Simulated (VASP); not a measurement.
LiF: single point with PBE

Crystal: LiF.

```
Li F
1.0
     0.00000    2.03065    2.03065
     2.03065    0.00000    2.03065
     2.03065    2.03065    0.00000
Li F
1 1
Cartesian
  0.0000 0.0000 0.0000
  2.0306 2.0306 2.0306
```

This cell differs from its parent crystal: volume scaled by 1.025.

```yaml
Program: VASP 6.6.1
Task: single point
Functional: PBE
Potentials_or_basis: VASP PAW PBE potentials, release 64 (Li_sv, F)
Cutoff: 520 eV
k_mesh: 10 × 10 × 10
Occupations: fermi-dirac, width 0.03 eV
Spin: no spin polarisation
```

The band gap on the k mesh is 8.87 eV, direct.

Levels at points of the mesh, in eV from the valence-band top:
```csv
k point,band 2,band 3,band 4,band 5,band 6,band 7,band 8,band 9
"(0.00, 0.00, 0.00)",-19.91,0.00,0.00,0.00,8.87,23.64,23.64,23.64
"(0.50, 0.00, 0.00)",-19.49,-2.44,-0.22,-0.22,10.64,16.45,18.70,18.70
"(0.50, 0.50, 0.00)",-19.24,-2.90,-0.96,-0.96,14.58,16.36,17.15,19.95
```

Run time: 3.7 s on 1 thread of Intel(R) Xeon(R) 6975P-C (Granite Rapids), with other jobs on the host, peak memory 0.13 GiB.

 A k mesh can miss the band edges.
